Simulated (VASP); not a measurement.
Ga9P8 (a cell with a defect): single point with PBE

The system is Ga9P8 (a cell with a defect).

```
Ga P
1.0
     0.00000    5.50512   -5.50512
     5.50512    5.50512    0.00000
     5.50512    0.00000   -5.50512
Ga P
9 8
Direct
  0.54206 0.54194 0.87847
  0.48882 0.00423 0.01055
  0.00441 0.48885 0.01015
  0.99981 0.99989 0.02086
  0.48395 0.48373 0.48599
  0.47431 0.05250 0.49878
  0.05249 0.47454 0.49833
  0.99048 0.99080 0.54793
  0.67420 0.67416 0.48212
  0.40244 0.40223 0.29337
  0.35992 0.88510 0.38210
  0.88519 0.35999 0.38173
  0.87838 0.87867 0.39267
  0.37303 0.37280 0.85997
  0.36805 0.89565 0.86974
  0.89586 0.36805 0.86935
  0.86335 0.86334 0.91815
```

```
Program             : VASP 6.6.1
Task                : single point
Functional          : PBE
Potentials or basis : VASP PAW PBE potentials, release 64 (Ga_d, P)
Cutoff              : 520 eV
k mesh              : 2 × 2 × 2
Occupations         : gaussian, width 0.02 eV
Spin                : no spin polarisation
```

```
Pressure               : 5.0 GPa
Largest force          : 0.463 eV/Å
Band gap on the k mesh : zero (an odd number of electrons rules out a gap without spin polarisation)
```

Forces in eV/Å, atoms in the order of the input:
```
Ga   0.010 -0.029 -0.010
Ga  -0.035  0.046  0.011
Ga  -0.011  0.046  0.033
Ga  -0.024 -0.006  0.023
Ga  -0.021  0.010  0.023
Ga  -0.004  0.016  0.017
Ga  -0.017  0.018  0.000
Ga  -0.049  0.057  0.043
Ga   0.280 -0.242 -0.277
P    0.018 -0.018 -0.017
P   -0.041  0.028 -0.009
P    0.013  0.030  0.043
P   -0.065  0.000  0.063
P    0.006 -0.004 -0.005
P   -0.011  0.007 -0.010
P    0.011  0.006  0.010
P   -0.061  0.034  0.062
```

Stress tensor (GPa, compression positive):
```
 5.01  0.43  1.52
 0.43  4.91 -0.41
 1.52 -0.41  5.02
```

Levels at points of the mesh, in eV from the Fermi level:
```tsv
k point	band 76	band 77	band 78	band 79	band 80	band 81
(0.00, 0.00, 0.00)	-1.28	-1.27	-1.26	-0.84	-0.07	0.07
(0.50, 0.00, 0.00)	-1.91	-1.87	-0.90	0.04	0.45	0.81
(0.00, 0.50, 0.00)	-1.91	-1.87	-0.90	0.04	0.45	0.81
(0.00, 0.00, 0.50)	-1.76	-1.75	-1.23	-0.24	0.62	0.83
(0.50, 0.50, 0.50)	-1.94	-1.84	-0.91	-0.03	0.46	0.81
(0.50, 0.50, 0.00)	-2.27	-2.25	-0.42	0.38	0.87	1.32
(0.00, 0.50, 0.50)	-2.29	-2.22	-0.44	0.43	0.85	1.34
(0.50, 0.00, 0.50)	-2.29	-2.22	-0.43	0.42	0.85	1.34
```

Wall time 5.6 min on 1 thread of Intel(R) Xeon(R) 6975P-C (Granite Rapids) (shared host), peak memory 0.54 GiB.

Caveat: the k points lie up to 0.49 Å⁻¹ apart, too coarse for converged energies and pressures of a metal.
